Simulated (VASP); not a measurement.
A run of VASP 6.6.1:

The input POSCAR:

```
Ni
1.0
    0.0000000000      2.5072019934      2.5072019934
    2.5072019934      0.0000000000      2.5072019934
    2.5072019934      2.5072019934      0.0000000000
Ni
2
Direct
    0.1250000000      0.1250000000      0.1250000000
    0.8750000000      0.8750000000      0.8750000000
```

File INCAR.step1:

```
PREC = Accurate
ENCUT = 520
ISMEAR = -1
SIGMA = 0.1
LREAL = F
LASPH = T
NELM = 100
NBANDS = 17
GGA = PE
ALGO = Normal
EDIFF = 1E-4
LWAVE = T
LCHARG = F
```

Contents of INCAR.step2:

```
PREC = Accurate
ENCUT = 520
EDIFF = 1E-7
ISMEAR = -1
SIGMA = 0.1
LREAL = F
LASPH = T
NELM = 100
ALGO = Normal
ISIF = 2
LWAVE = F
LCHARG = F
METAGGA = R2SCAN
LMIXTAU = T
NBANDS = 17
ISTART = 1
```

Contents of KPOINTS:

```
regular mesh
0
Gamma
  12 12 12
```

Potentials or basis: VASP PAW PBE potentials, release 64 (Ni).

Command:

```bash
$ cat potpaw_PBE.64/Ni/POTCAR > POTCAR
$ cp INCAR.step1 INCAR
$ mpirun -np 1 vasp_std > vasp.out
$ cp INCAR.step2 INCAR
$ mpirun -np 1 vasp_std > vasp.out
```

Hardware: 1 thread of Intel(R) Xeon(R) Platinum 8488C (Sapphire Rapids) (shared host).

Question: Estimate the wall time of this run.

Answer: Run time: 120 s on 1 thread of Intel(R) Xeon(R) Platinum 8488C (Sapphire Rapids), with other jobs on the host, peak memory 0.18 GiB. Counts: k points 72.
